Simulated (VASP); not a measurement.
# Mg2CdS3 (P-3m1) in VASP: relaxation of cell and atoms with PBE

Aim: the relaxation of cell and atoms of Mg2CdS3 with PBE.

Everything below comes from runs of VASP 6.6.1. Logs are shortened: lines on timing, memory, paths and dates and some standing lists are left out, and cuts for length are marked.

### Step 1. The cell of the first run

It takes space group P-3m1 (No. 164, trigonal). The conventional cell has a = 3.769 Å, b = 3.769 Å, c = 9.227 Å, α = 90.00°, β = 90.00°, γ = 120.00°. Mg (site symmetry 3m) has 6 S at 2.63 to 2.64 Å within 3.5 Å. Cd (site symmetry -3m) has 6 S at 2.73 Å within 3.6 Å. Within 3.5 Å of S (site symmetry -3m) lie 6 Mg at 2.64 Å. Within 3.5 Å of S (site symmetry 3m) lie 3 Mg at 2.63 Å and 3 Cd at 2.73 Å.

### Step 2. Relaxation of cell and atoms, PBE

Input file INCAR:

```
SYSTEM = Mg2CdS3
ALGO = Normal
EDIFF = 1E-7
EDIFFG = -0.01
ENCUT = 600
GGA = PE
IBRION = 2
ISIF = 3
ISMEAR = 0
LASPH = .True.
LCHARG = .False.
LREAL = .False.
LWAVE = .False.
NELM = 100
NSW = 100
PREC = Accurate
SIGMA = 0.02
```

Input file KPOINTS:

```
k-points
0
Gamma
  12 12 4
  0 0 0
```

Input file POSCAR:

```
Mg2CdS3
1.0
    3.7690887102      0.0000000000      0.0000000000
   -1.8845443551      3.2641265721      0.0000000000
    0.0000000000      0.0000000000      9.2267705402
Mg Cd S
2 1 3
Direct
    0.3333333333      0.6666666667      0.6618837324
    0.6666666667      0.3333333333      0.3381162676
    0.0000000000      0.0000000000      0.0000000000
    0.0000000000      0.0000000000      0.5000000000
    0.3333333333      0.6666666667      0.1783877715
    0.6666666667      0.3333333333      0.8216122285
```

Potentials or basis: VASP PAW PBE potentials, release 64 (Mg, Cd, S).

Command:

```console
cat potpaw_PBE.64/Mg/POTCAR potpaw_PBE.64/Cd/POTCAR potpaw_PBE.64/S/POTCAR > POTCAR
mpirun -np 1 vasp_std > vasp.out
```

OUTCAR:

```text
SYSTEM = Mg2CdS3
   EDIFF = 1E-7
   EDIFFG = -0.01
   ENCUT = 600
   GGA = PE
   IBRION = 2
   ISIF = 3
   ISMEAR = 0
   LASPH = .True.
   LREAL = .False.
   NELM = 100
   NSW = 100
   PREC = Accurate

 ion  position               nearest neighbor table
   1  0.333  0.667  0.662-   6 2.63   6 2.63   6 2.63   4 2.64   4 2.64   4 2.64
   2  0.667  0.333  0.338-   5 2.63   5 2.63   5 2.63   4 2.64   4 2.64   4 2.64
   3  0.000  0.000  0.000-   5 2.73   6 2.73   5 2.73   6 2.73   6 2.73   5 2.73
   4  0.000  0.000  0.500-   1 2.64   2 2.64   1 2.64   2 2.64   2 2.64   1 2.64
   5  0.333  0.667  0.178-   2 2.63   2 2.63   2 2.63   3 2.73   3 2.73   3 2.73
   6  0.667  0.333  0.822-   1 2.63   1 2.63   1 2.63   3 2.73   3 2.73   3 2.73

  LATTYP: Found a hexagonal cell.
 ALAT       =     3.7690887102
 C/A-ratio  =     2.4480109782

  Lattice vectors:

 A1 = (   3.7690887102,   0.0000000000,   0.0000000000)
 A2 = (  -1.8845443551,   3.2641265721,   0.0000000000)
 A3 = (   0.0000000000,   0.0000000000,   9.2267705402)

Analysis of symmetry for initial positions (statically):
=====================================================================
 Subroutine PRICEL returns:
 Original cell was already a primitive cell.

 Routine SETGRP: Setting up the symmetry group for a
 hexagonal supercell.

 Subroutine GETGRP returns: Found 12 space group operations
 (whereof 12 operations were pure point group operations)
 out of a pool of 24 trial point group operations.

The static configuration has the point symmetry D_3d.

Analysis of symmetry for dynamics (positions and initial velocities):
=====================================================================
 Subroutine PRICEL returns:
 Original cell was already a primitive cell.

 Routine SETGRP: Setting up the symmetry group for a
 hexagonal supercell.

 Subroutine GETGRP returns: Found 12 space group operations
 (whereof 12 operations were pure point group operations)
 out of a pool of 24 trial point group operations.

The dynamic configuration has the point symmetry D_3d.

 Subroutine INISYM returns: Found 12 space group operations
 (whereof 12 operations are pure point group operations),
 and found     1 'primitive' translations

----------------------------------------------------------------------------------------

                                     Primitive cell

  volume of cell :     113.5150

  direct lattice vectors                    reciprocal lattice vectors
     3.769088710  0.000000000  0.000000000     0.265316122  0.153180334  0.000000000
    -1.884544355  3.264126572  0.000000000     0.000000000  0.306360669  0.000000000
     0.000000000  0.000000000  9.226770540     0.000000000  0.000000000  0.108380283

  length of vectors
     3.769088710  3.769088710  9.226770540     0.306360669  0.306360669  0.108380283

  position of ions in fractional coordinates (direct lattice)
     0.333333333  0.666666667  0.661883732
     0.666666667  0.333333333  0.338116268
     0.000000000  0.000000000  0.000000000
     0.000000000  0.000000000  0.500000000
     0.333333333  0.666666667  0.178387771
     0.666666667  0.333333333  0.821612229

  ion indices of the primitive-cell ions
   primitive index   ion index
                 1           1
                 2           2
                 3           3
                 4           4
                 5           5
                 6           6

----------------------------------------------------------------------------------------

 KPOINTS: k-points

Automatic generation of k-mesh.
 Grid dimensions read from file:
 generate k-points for:   12   12    4

 Generating k-lattice:

  Cartesian coordinates                     Fractional coordinates (reciprocal lattice)
     0.022109677  0.012765028  0.000000000     0.083333333  0.000000000  0.000000000
     0.000000000  0.025530056  0.000000000     0.000000000  0.083333333  0.000000000
     0.000000000  0.000000000  0.027095071     0.000000000  0.000000000  0.250000000

  Length of vectors
     0.025530056  0.025530056  0.027095071

  Shift w.r.t. Gamma in fractional coordinates (k-lattice)
     0.000000000  0.000000000  0.000000000

 Subroutine IBZKPT returns following result:
 ===========================================

 Found     69 irreducible k-points:

 Following reciprocal coordinates:
            Coordinates               Weight
  0.000000  0.000000  0.000000      1.000000
  0.083333 -0.000000  0.000000      6.000000
  0.166667 -0.000000  0.000000      6.000000
  0.250000  0.000000  0.000000      6.000000
  0.333333  0.000000  0.000000      6.000000
  0.416667  0.000000  0.000000      6.000000
[... 16 lines left out ...]
  0.166667 -0.000000  0.250000      6.000000
  0.000000  0.166667  0.250000      6.000000
 [... further k-points ...]
   k-points           NKPTS =     69   k-points in BZ     NKDIM =     69   number of bands    NBANDS=     21
   number of dos      NEDOS =    301   number of ions     NIONS =      6
   total plane-waves  NPLWV =  72000
   dimension x,y,z NGX =    30 NGY =   30 NGZ =   80
   dimension x,y,z NGXF=    60 NGYF=   60 NGZF=  160
   ions per type =               2   1   3
   NGX,Y,Z   is equivalent  to a cutoff of  13.23, 13.23, 14.41 a.u.
   NGXF,Y,Z  is equivalent  to a cutoff of  26.46, 26.46, 28.83 a.u.
 SYSTEM =  Mg2CdS3
   PREC   = accura    normal or accurate (medium, high low for compatibility)
   ISTART =      0    job   : 0-new  1-cont  2-samecut
   ICHARG =      2    charge: 1-file 2-atom 10-const
   ISPIN  =      1    spin polarized calculation?
   LNONCOLLINEAR =      F non collinear calculations
   LSORBIT =      F    spin-orbit coupling
   LASPH  =      T    aspherical Exc in radial PAW
   ENCUT  =  600.0 eV  44.10 Ry    6.64 a.u.   7.53  7.53 18.43*2*pi/ulx,y,z
   NELM   =    100;   NELMIN=  2; NELMDL= -5     # of ELM steps
   EDIFF  = 0.1E-06   stopping-criterion for ELM
   LREAL  =      F    real-space projection
   EDIFFG = -.1E-01   stopping-criterion for IOM
   NSW    =    100    number of steps for IOM
   IBRION =      2    ionic relax: 0-MD 1-quasi-New 2-CG
   NFREE  =      1    steps in history (QN), initial steepest desc. (CG)
   ISIF   =      3    stress and relaxation
   ISYM   =      2    0-nonsym 1-usesym 2-fastsym
   POTIM  = 0.5000    time-step for ionic-motion
   TEBEG  =    0.0;   TEEND  =   0.0 temperature during run
   PSTRESS=    0.0 pullay stress
   NELECT =      34.0000    total number of electrons
   NUPDOWN=      -1.0000    fix difference up-down
   EMIN   =  10.00;   EMAX   =-10.00  energy-range for DOS
   EFERMI =   0.00;   METHOD = LEGACY
   ISMEAR =     0;   SIGMA  =   0.02  broadening in eV -4-tet -1-fermi 0-gaus
   EFERMI_NEDOS =   21; number of points for ismear=-14 and -15
   IALGO  =     38    algorithm
   IMIX   =      4    mixing-type and parameters
     AMIX     =   0.40;   BMIX     =  1.00
     AMIX_MAG =   1.60;   BMIX_MAG =  1.00
  volume/ion in A,a.u.               =      18.92       127.67
  Fermi-wavevector in a.u.,A,eV,Ry     =   1.095343  2.069898 16.323946  1.199776
  Thomas-Fermi vector in A             =   2.231665
   LORBIT       =      0    0 simple, 1 ext, 2 COOP (PROOUT), +10 PAW based schemes
   GGA     = PE    functional components
   LHFCALC =     F    Hartree Fock is set to
   AEXX    =    0.0000 exact exchange contribution
   IVDW    =     0    specifies the selected vdW correction
   LEPSILON=     F    determine dielectric tensor
   LRPA    =     F    only Hartree local field effects (RPA)
 conjugate gradient relaxation of ions
 non-spin polarized calculation
 Gauss-broadening in eV      SIGMA  =   0.02
  energy-cutoff  :      600.00
  volume of cell :      113.51
 maximum number of plane-waves:      3828
   NGX = 15   NGY = 15   NGZ = 37

--------------------------------------- Ionic step        1  -------------------------------------------

 number of electron      33.9999999 magnetization

 Free energy of the ion-electron system (eV)
  ---------------------------------------------------
  ext. energy  EPLUGINS =         0.00000000
  ---------------------------------------------------
  free energy    TOTEN  =       -22.78453438 eV

  energy without entropy =      -22.78453438  energy(sigma->0) =      -22.78453438

------------------------ aborting loop because EDIFF is reached ----------------------------------------

  FORCE on cell =-STRESS in cart. coord.  units (eV):
  Direction    XX          YY          ZZ          XY          YZ          ZX
  --------------------------------------------------------------------------------------
  -------------------------------------------------------------------------------------
  Total       -0.1854004     -0.1854004     -0.0405127     -0.0000000     -0.0000000      0.0000000
  in kB       -2.6167860     -2.6167860     -0.5718059     -0.0000000     -0.0000000      0.0000000
  external PRESSURE =      -1.9351259 kB  Pullay stress =       0.0000000 kB
[... 105 lines left out ...]
  energy  without entropy=      -22.7848159809  energy(sigma->0) =      -22.78481598

--------------------------------------- Ionic step        4  -------------------------------------------

 number of electron      33.9999998 magnetization

 Free energy of the ion-electron system (eV)
  ---------------------------------------------------
  ext. energy  EPLUGINS =         0.00000000
  ---------------------------------------------------
  free energy    TOTEN  =       -22.78486210 eV

  energy without entropy =      -22.78486210  energy(sigma->0) =      -22.78486210

 E-fermi :   3.3776     XC(G=0):  -9.8804

 val. band max:        3.2954744853   @ k =   0.0000   0.0000   0.5000
 cond. band min:       4.9765657902   @ k =   0.5000   0.0000   0.0000
 fundamental gap:      1.6810913049
 Fermi energy:         3.3776378219

 k-point     1 :       0.0000    0.0000    0.0000
  band No.  band energies     occupation
      1      -9.3267      2.00000
      2      -8.5459      2.00000
      3      -8.4207      2.00000
      4      -4.2830      2.00000
      5      -4.2830      2.00000
      6      -4.2442      2.00000
[... 550 lines left out ...]
      5      -4.2385      2.00000
      6      -4.1782      2.00000
[... 13 lines left out ...]
     20       8.7485      0.00000
     21       9.3289      0.00000

 [... further k-points ...]

------------------------ aborting loop because EDIFF is reached ----------------------------------------

  FORCE on cell =-STRESS in cart. coord.  units (eV):
  Direction    XX          YY          ZZ          XY          YZ          ZX
  --------------------------------------------------------------------------------------
  -------------------------------------------------------------------------------------
  Total        0.0002313      0.0002313      0.0313465      0.0000000      0.0000000      0.0000000
  in kB        0.0032740      0.0032740      0.4437121      0.0000000      0.0000000      0.0000000
  external PRESSURE =       0.1500867 kB  Pullay stress =       0.0000000 kB
[... 21 lines left out ...]
  FREE ENERGIE OF THE ION-ELECTRON SYSTEM (eV)
  ---------------------------------------------------
  free  energy   TOTEN  =       -22.7848620951 eV

  energy  without entropy=      -22.7848620951  energy(sigma->0) =      -22.78486210

 reached required accuracy - stopping structural energy minimisation
```

Run time: 14 min. Hardware: 1 thread of Oxide Virtual Turin-like, shared host; peak memory 0.38 GiB.

What came out:

```
Free energy                           : -22.7849 eV
Relaxed volume                        : 18.86 Å³/atom
Relaxed cell                          : a = 3.763 Å, b = 3.763 Å, c = 9.229 Å, α = 90.00°, β = 90.00°, γ = 120.00°
Space group after relaxing (to 0.1 Å) : P-3m1 (No. 164)
Energy gained by relaxing             : 0.1 meV/atom
Ionic steps                           : 4
Pressure after relaxing               : 0.0 GPa
Largest force after relaxing          : 0.007 eV/Å
Band gap on the k mesh                : 1.68 eV (least direct gap 2.30 eV)
```

Forces in eV/Å, atoms in the order of the input:
```
Mg   0.000  0.000 -0.004
Mg   0.000  0.000  0.004
Cd   0.000  0.000  0.000
S    0.000  0.000  0.000
S    0.000  0.000  0.007
S    0.000  0.000 -0.007
```

The path:
```tsv
step	energy change (eV)	largest force (eV/Å)	pressure (GPa)	volume (Å³)
1	0.0000	0.0157	-0.19	113.51
2	-0.0003	0.0125	0.05	113.14
3	-0.0003	0.0126	0.03	113.16
4	-0.0003	0.0073	0.02	113.19
```

Final structure:
```yaml
crystal:
  lattice:
    - [3.76317, 0.00000, 0.00000]
    - [-1.88158, 3.25900, 0.00000]
    - [0.00000, 0.00000, 9.22913]
  atoms:
    - { symbol: Mg, position: [0.33333, 0.66667, 0.66187] }
    - { symbol: Mg, position: [0.66667, 0.33333, 0.33813] }
    - { symbol: Cd, position: [0.00000, 0.00000, 0.00000] }
    - { symbol: S, position: [0.00000, 0.00000, 0.50000] }
    - { symbol: S, position: [0.33333, 0.66667, 0.17854] }
    - { symbol: S, position: [0.66667, 0.33333, 0.82146] }
```

A k mesh can miss the band edges.
